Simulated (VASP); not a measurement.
Write the native input for VASP 6.6.1 that does the following.

```
Task                   : relaxation of cell and atoms
Functional             : r2SCAN
Potentials or basis    : VASP PAW PBE potentials, release 64 (C)
Cutoff                 : 600 eV
k mesh                 : 9 × 9 × 6
Occupations            : gaussian, width 0.02 eV
Spin                   : no spin polarisation
Dipole correction      : no
Further INCAR settings : ALGO = Normal; EDIFF = 1e-06; IBRION = 2; EDIFFG = -0.002; NSW = 100; ISIF = 3
```

The system is C.

```xyz
4
Lattice="2.5200 0.0000 0.0000 -1.2600 2.1824 0.0000 0.0000 0.0000 4.1800" Properties=species:S:1:pos:R:3 pbc="T T T"
C     0.0000    1.4549    0.0000
C     1.2600    0.7275    2.0900
C     0.0000    1.4549    1.5633
C     1.2600    0.7275    3.6533
```

These files were run (other wordings do the same):

POSCAR

```
C
1.0
    2.5200000000      0.0000000000      0.0000000000
   -1.2600000000      2.1823840175      0.0000000000
    0.0000000000      0.0000000000      4.1800000000
C
4
Direct
    0.3333333333      0.6666666667      0.0000000000
    0.6666666667      0.3333333333      0.5000000000
    0.3333333333      0.6666666667      0.3740000000
    0.6666666667      0.3333333333      0.8740000000
```

INCAR.step1

```
ALGO     = Normal         # electronic algorithm
EDIFF    = 1E-4           # SCF threshold, eV
ENCUT    = 600            # plane-wave cutoff, eV
GGA      = PE             # functional
ISMEAR   = 0              # smearing method
LASPH    = T              # aspherical terms in the spheres
LCHARG   = F              # write CHGCAR
LREAL    = F              # projectors in reciprocal space
LWAVE    = T              # write WAVECAR
NELM     = 80             # most SCF steps
PREC     = Accurate       # precision mode
SIGMA    = 0.02           # smearing width, eV
```

INCAR.step2

```
ALGO     = Normal         # electronic algorithm
EDIFF    = 1E-6           # SCF threshold, eV
EDIFFG   = -0.002         # ionic threshold
ENCUT    = 600            # plane-wave cutoff, eV
IBRION   = 2              # ionic algorithm
ISIF     = 3              # what is computed and relaxed
ISMEAR   = 0              # smearing method
ISTART   = 1            
LASPH    = T              # aspherical terms in the spheres
LCHARG   = F              # write CHGCAR
LMIXTAU  = T            
LREAL    = F              # projectors in reciprocal space
LWAVE    = F              # write WAVECAR
METAGGA  = R2SCAN         # meta-GGA
NELM     = 80             # most SCF steps
NSW      = 100            # ionic steps
PREC     = Accurate       # precision mode
SIGMA    = 0.02           # smearing width, eV
```

KPOINTS

```
k-points
0
Gamma
  9 9 6
```

Potentials or basis: VASP PAW PBE potentials, release 64 (C).

Command:

```sh
$ cat potpaw_PBE.64/C/POTCAR > POTCAR
$ cp INCAR.step1 INCAR
$ mpirun -np 1 vasp_std > vasp.out
$ cp INCAR.step2 INCAR
$ mpirun -np 1 vasp_std > vasp.out
```

It gave:

```json
{
 "Relaxed volume": "5.66 Å³/atom",
 "Relaxed cell": "a = 2.504 Å, b = 2.504 Å, c = 4.170 Å, α = 90.00°, β = 90.00°, γ = 120.00°",
 "Space group after relaxing (to 0.05 Å)": "P6_3/mmc (No. 194)",
 "Energy gained by relaxing": "2.2 meV/atom",
 "Ionic steps": "5",
 "Pressure after relaxing": "0.0 GPa",
 "Band gap on the k mesh": "3.56 eV, indirect (least direct gap 5.19 eV)"
}
```

Caveat: the PAW data sets were made with another functional, which shifts forces and pressure a little.

It used 250 s of CPU time on 1 thread of AMD EPYC 7R13 Processor (Zen 3), with other jobs on the host.
